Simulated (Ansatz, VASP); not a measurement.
**One calculation of C, two programs**

The input INCAR:

```
SYSTEM = C
ALGO = Normal
EDIFF = 1E-6
ENCUT = 520
GGA = PE
ISIF = 2
ISMEAR = 0
IVDW = 12
LASPH = .True.
LCHARG = .False.
LREAL = .False.
LWAVE = .False.
NBANDS = 11
NELM = 100
PREC = Accurate
SIGMA = 0.05
```

Contents of KPOINTS:

```
k-points
0
Gamma
  15 15 15
  0 0 0
```

The input POSCAR:

```
C
1.0
    1.2324984681      0.7115833223      3.3613878357
   -1.2324984681      0.7115833223      3.3613878357
    0.0000000000     -1.4231666447      3.3613878357
C
2
Direct
    0.1818458171      0.1818458171      0.1502261890
    0.8181541829      0.8181541829      0.8497738110
```

Input for Ansatz:

```yaml
crystal:
  lattice:
    - [1.2324984681, 0.7115833223, 3.3613878357]
    - [-1.2324984681, 0.7115833223, 3.3613878357]
    - [0.0, -1.4231666447, 3.3613878357]
  atoms:
    - { symbol: C, position: [0.1818458171, 0.1818458171, 0.150226189] }
    - { symbol: C, position: [0.8181541829, 0.8181541829, 0.849773811] }
basis:
  ecutwfc: 520.0
kpoints:
  mp_grid: { grid: [15, 15, 15] }
hamiltonian:
  xc: pbe
  dispersion: d3bj
scf:
  occupations: { method: gaussian, width: 0.05 }
output:
  forces: true
  stress: true
  eigenvalues: true
```

Change from the starting cell: mode 4 frozen in at +0.048 Å and mode 6 at +0.045 Å (largest displacements).

Alike in both runs: task single point; functional PBE; dispersion D3(BJ); k mesh 15 × 15 × 15; occupations gaussian, width 0.05 eV; no spin polarisation.

```csv
,VASP,Ansatz
version,VASP 6.6.1,Ansatz 0.2.0
potentials or method,"VASP PAW PBE potentials, release 64 (C), cutoff 520 eV","scalar-relativistic, plane waves, PAW"
valence electrons in the cell,8,8
```

Ansatz gave:

```
gap on the k mesh at the Fermi level (eV)                     : 0.50
least direct gap on the mesh (eV)                             : 0.50
pressure (GPa)                                                : 2.8
traceless stress, the component that is largest in VASP (GPa) : 9.95
rms of the force components (eV/Å)                            : 2.584
```

Problem. Which values does VASP return?

Solution. gap on the k mesh at the Fermi level (eV): 0.50; least direct gap on the mesh (eV): 0.50; pressure (GPa): 3.2; traceless stress, the component that is largest in VASP (GPa): 10.37; rms of the force components (eV/Å): 2.587.

Atom by atom the forces differ by 0.005 eV/Å (rms over components).
